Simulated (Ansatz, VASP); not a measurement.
## Pt: VASP beside Ansatz

```
CELL_PARAMETERS angstrom
0.00000 2.01308 1.85203
2.01308 0.00000 1.85203
2.01308 2.01308 0.00000
ATOMIC_POSITIONS crystal
Pt 0.00000 0.00000 0.00000
```

Alike in both runs: task single point; functional PBE; k mesh 24 × 24 × 24; occupations gaussian, width 0.15 eV; no spin polarisation.

|  | VASP | Ansatz |
| --- | --- | --- |
| version | VASP 6.6.1 | Ansatz 0.2.0 |
| potentials or method | VASP PAW PBE potentials, release 64 (Pt), cutoff 520 eV | scalar-relativistic, plane waves, PAW |
| valence electrons in the cell | 10 | 18 |

```tsv
	VASP	Ansatz	Ansatz less VASP
gap on the k mesh at the Fermi level (eV)	none	none	-
pressure (GPa)	11.6	12.1	+0.57
traceless stress, the component that is largest in VASP (GPa)	4.00	4.02	+0.024
```

A gap of «none» marks a metal or a gap that the smearing closes. VASP's potentials hold 10 valence electrons a cell and Ansatz's 18, so a difference there can come from the potentials and not from the codes.

Neither program's run includes spin-orbit coupling.
